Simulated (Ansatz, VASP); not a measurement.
One calculation of Os, two programs

The input INCAR:

```
SYSTEM = Os
PREC = Accurate
ENCUT = 520
EDIFF = 1E-6
ISMEAR = -1
SIGMA = 0.03
LREAL = .False.
LASPH = .True.
NELM = 100
ALGO = Normal
ISIF = 2
LWAVE = .False.
LCHARG = .False.
GGA = PE
NBANDS = 10
```

File KPOINTS:

```
Automatic mesh
0
Gamma
  14 14 14
  0 0 0
```

The input POSCAR:

```
Os
1.0
    0.0000000000      1.9642586782      1.9642586782
    1.9642586782      0.0000000000      1.9642586782
    1.9642586782      1.9642586782      0.0000000000
Os
1
Direct
    0.0000000000      0.0000000000      0.0000000000
```

Input for Ansatz:

```yaml
crystal:
  lattice:
    - [0.0, 1.9642586782, 1.9642586782]
    - [1.9642586782, 0.0, 1.9642586782]
    - [1.9642586782, 1.9642586782, 0.0]
  atoms:
    - { symbol: Os, position: [0.0, 0.0, 0.0] }
kpoints:
  mp_grid: { grid: [14, 14, 14] }
scf:
  occupations: { method: fermi_dirac, width: 0.03 }
hamiltonian:
  xc: pbe
  pseudopotentials: { kind: all_electron, lapw: { basis_error: 0.00025 } }
output:
  forces: true
  stress: true
  eigenvalues: true
```

Change from the starting cell: volume scaled by 1.03.

Alike in both runs: task single point; functional PBE; k mesh 14 × 14 × 14; occupations fermi-dirac, width 0.03 eV; no spin polarisation.

|  | VASP | Ansatz |
| --- | --- | --- |
| version | VASP 6.6.1 | Ansatz 0.2.0 |
| potentials or method | VASP PAW PBE potentials, release 64 (Os), cutoff 520 eV | all-electron LAPW, scalar-relativistic |

```tsv
	VASP	Ansatz	Ansatz less VASP
pressure (GPa)	-19.3	-18.9	+0.44
```

Ansatz ran all-electron here, and VASP with PAW potentials.

Neither program's run includes spin-orbit coupling.
